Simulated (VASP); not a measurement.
# CsRe2 (Fm-3m) in VASP: notebook, part 2 of 2

VASP 6.6.1. The steps go on from the part before.

## 3. Single point, PBE

This run uses another cell than the first one, of 20.16 Å³/atom.

INCAR reads:

```
SYSTEM = CsRe2
  PREC = Accurate
  ENCUT = 520
  EDIFF = 1E-6
  ISMEAR = 0
  SIGMA = 0.1
  LREAL = .FALSE.
  LASPH = .TRUE.
  NELM = 80
  ALGO = Fast
  ISIF = 2
  LWAVE = .FALSE.
  LCHARG = .FALSE.
  GGA = PE
  NBANDS = 18
```

KPOINTS reads:

```
Automatic mesh
0
G
  6 6 6
  0 0 0
```

POSCAR reads:

```
CsRe2
1.0
    0.0000000000      3.1156022178      3.1156022178
    3.1156022178      0.0000000000      3.1156022178
    3.1156022178      3.1156022178      0.0000000000
Cs Re
1 2
Direct
    0.0000000000      0.0000000000      0.0000000000
    0.2500000000      0.2500000000      0.2500000000
    0.7500000000      0.7500000000      0.7500000000
```

Potentials or basis: VASP PAW PBE potentials, release 64 (Cs_sv, Re).

The run is started by

```sh
> cat potpaw_PBE.64/Cs_sv/POTCAR potpaw_PBE.64/Re/POTCAR > POTCAR
> mpirun -np 1 vasp_std > vasp.out
```

OUTCAR:

```text
SYSTEM = CsRe2
   PREC = Accurate
   ENCUT = 520
   EDIFF = 1E-6
   ISMEAR = 0
   LREAL = .FALSE.
   LASPH = .TRUE.
   NELM = 80
   ISIF = 2
   GGA = PE

 ion  position               nearest neighbor table
   1  0.000  0.000  0.000-   3 2.70   3 2.70   3 2.70   2 2.70   3 2.70   2 2.70   2 2.70   2 2.70

   2  0.250  0.250  0.250-   1 2.70   1 2.70   1 2.70   1 2.70   3 3.12   3 3.12   3 3.12   3 3.12
                             3 3.12   3 3.12
   3  0.750  0.750  0.750-   1 2.70   1 2.70   1 2.70   1 2.70   2 3.12   2 3.12   2 3.12   2 3.12
                             2 3.12   2 3.12

  LATTYP: Found a face centered cubic cell.
 ALAT       =     6.2312044356

  Lattice vectors:

 A1 = (   0.0000000000,   3.1156022178,   3.1156022178)
 A2 = (   3.1156022178,   0.0000000000,   3.1156022178)
 A3 = (   3.1156022178,   3.1156022178,   0.0000000000)

Analysis of symmetry for initial positions (statically):
=====================================================================
 Subroutine PRICEL returns:
 Original cell was already a primitive cell.

 Routine SETGRP: Setting up the symmetry group for a
 face centered cubic supercell.

 Subroutine GETGRP returns: Found 48 space group operations
 (whereof 48 operations were pure point group operations)
 out of a pool of 48 trial point group operations.

The static configuration has the point symmetry O_h .

Analysis of symmetry for dynamics (positions and initial velocities):
=====================================================================
 Subroutine PRICEL returns:
 Original cell was already a primitive cell.

 Routine SETGRP: Setting up the symmetry group for a
 face centered cubic supercell.

 Subroutine GETGRP returns: Found 48 space group operations
 (whereof 48 operations were pure point group operations)
 out of a pool of 48 trial point group operations.

The dynamic configuration has the point symmetry O_h .

 Subroutine INISYM returns: Found 48 space group operations
 (whereof 48 operations are pure point group operations),
 and found     1 'primitive' translations

[... 109 lines left out ...]
  Fermi-wavevector in a.u.,A,eV,Ry     =   1.186038  2.241288 19.139142  1.406687
  Thomas-Fermi vector in A             =   2.322220
   LORBIT       =      0    0 simple, 1 ext, 2 COOP (PROOUT), +10 PAW based schemes
   GGA     = PE    functional components
   LHFCALC =     F    Hartree Fock is set to
   AEXX    =    0.0000 exact exchange contribution
   IVDW    =     0    specifies the selected vdW correction
   LEPSILON=     F    determine dielectric tensor
   LRPA    =     F    only Hartree local field effects (RPA)
 non-spin polarized calculation
 RMM-DIIS sequential band-by-band and
 Gauss-broadening in eV      SIGMA  =   0.10
  energy-cutoff  :      520.00
  volume of cell :       60.49
 maximum number of plane-waves:      1660
 NGX is ok and might be reduce to    36
   NGX = 17   NGY = 17   NGZ = 17

 number of electron      22.9999999 magnetization

 Free energy of the ion-electron system (eV)
  ---------------------------------------------------
  ext. energy  EPLUGINS =         0.00000000
  ---------------------------------------------------
  free energy    TOTEN  =       -14.37988086 eV

  energy without entropy =      -14.36282695  energy(sigma->0) =      -14.37135391

 E-fermi :   6.0075     XC(G=0): -11.9478

 val. band max:        6.0060853218   @ k =   0.5000   0.3333   0.1667
 cond. band min:       6.0280799706   @ k =   0.5000   0.5000   0.0000
 fundamental gap:      0.0219946487
 Fermi energy:         6.0075062319

 k-point     1 :       0.0000    0.0000    0.0000
  band No.  band energies     occupation
      1     -17.2971      2.00000
      2      -4.8676      2.00000
      3      -4.8676      2.00000
      4      -4.8676      2.00000
      5       1.7173      2.00000
      6       1.8900      2.00000
[... 313 lines left out ...]
      5       2.1222      2.00000
      6       2.3584      2.00000
[... 10 lines left out ...]
     17       9.9769      0.00000
     18      11.1679      0.00000

------------------------ aborting loop because EDIFF is reached ----------------------------------------

  FORCE on cell =-STRESS in cart. coord.  units (eV):
  Direction    XX          YY          ZZ          XY          YZ          ZX
  --------------------------------------------------------------------------------------
  -------------------------------------------------------------------------------------
  Total        2.0986710      2.0986710      2.0986710      0.0000000     -0.0000000      0.0000000
  in kB       55.5902882     55.5902882     55.5902882      0.0000000     -0.0000000      0.0000000
  external PRESSURE =      55.5902882 kB  Pullay stress =       0.0000000 kB

 VOLUME and BASIS-vectors are now :
 -----------------------------------------------------------------------------
  energy-cutoff  :      520.00
  volume of cell :       60.49
      direct lattice vectors                 reciprocal lattice vectors
     0.000000000  3.115602218  3.115602218    -0.160482618  0.160482618  0.160482618
     3.115602218  0.000000000  3.115602218     0.160482618 -0.160482618  0.160482618
     3.115602218  3.115602218  0.000000000     0.160482618  0.160482618 -0.160482618

 POSITION                                       TOTAL-FORCE (eV/Angst)
 -----------------------------------------------------------------------------------
      0.00000      0.00000      0.00000         0.000000      0.000000      0.000000
      1.55780      1.55780      1.55780         0.000000      0.000000     -0.000000
      4.67340      4.67340      4.67340        -0.000000     -0.000000     -0.000000
 -----------------------------------------------------------------------------------
    total drift:                                0.000000      0.000000      0.000000

  FREE ENERGIE OF THE ION-ELECTRON SYSTEM (eV)
  ---------------------------------------------------
  free  energy   TOTEN  =       -14.3798808606 eV

  energy  without entropy=      -14.3628269500  energy(sigma->0) =      -14.37135391
```

OSZICAR:

```text
N       E                     dE             d eps       ncg     rms          rms(c)
DAV:   1     0.101416883143E+03    0.10142E+03   -0.10967E+04  1124   0.140E+03
DAV:   2    -0.809116525673E+01   -0.10951E+03   -0.10335E+03  1114   0.382E+02
DAV:   3    -0.150751837467E+02   -0.69840E+01   -0.66154E+01  1000   0.120E+02
DAV:   4    -0.153063296274E+02   -0.23115E+00   -0.22650E+00  1040   0.159E+01
DAV:   5    -0.153110587450E+02   -0.47291E-02   -0.47045E-02  1016   0.274E+00    0.278E+01
RMM:   6    -0.145307008658E+02    0.78036E+00   -0.37275E-01   701   0.160E+01    0.117E+01
RMM:   7    -0.143871953017E+02    0.14351E+00   -0.17015E+00   886   0.137E+01    0.722E-01
RMM:   8    -0.143852259468E+02    0.19694E-02   -0.11221E-01   886   0.308E+00    0.103E+00
RMM:   9    -0.143815482060E+02    0.36777E-02   -0.22250E-02   878   0.126E+00    0.208E-01
RMM:  10    -0.143795633008E+02    0.19849E-02   -0.47644E-03   801   0.128E+00    0.285E-02
RMM:  11    -0.143798313656E+02   -0.26806E-03   -0.30989E-03   930   0.291E-01    0.138E-02
RMM:  12    -0.143798725883E+02   -0.41223E-04   -0.52222E-04   897   0.921E-02    0.761E-03
RMM:  13    -0.143798814310E+02   -0.88427E-05   -0.93819E-05   833   0.519E-02    0.132E-02
RMM:  14    -0.143798808606E+02    0.57047E-06   -0.90681E-06   548   0.517E-02
   1 F= -.14379881E+02 E0= -.14371354E+02  d E =-.170539E-01
```

Run time: 14 s. Hardware: 1 thread of Intel Xeon 6975P-C (Granite Rapids), shared host; peak memory 0.2 GiB.

Results:

| Property | Result |
| --- | --- |
| Free energy | -14.3799 eV |
| Pressure | 5.6 GPa |
| Band gap on the k mesh | zero (an odd number of electrons rules out a gap without spin polarisation) |

Caveat: the cell stands under pressure; spin-orbit coupling is left out, which moves the levels of the heavy elements.
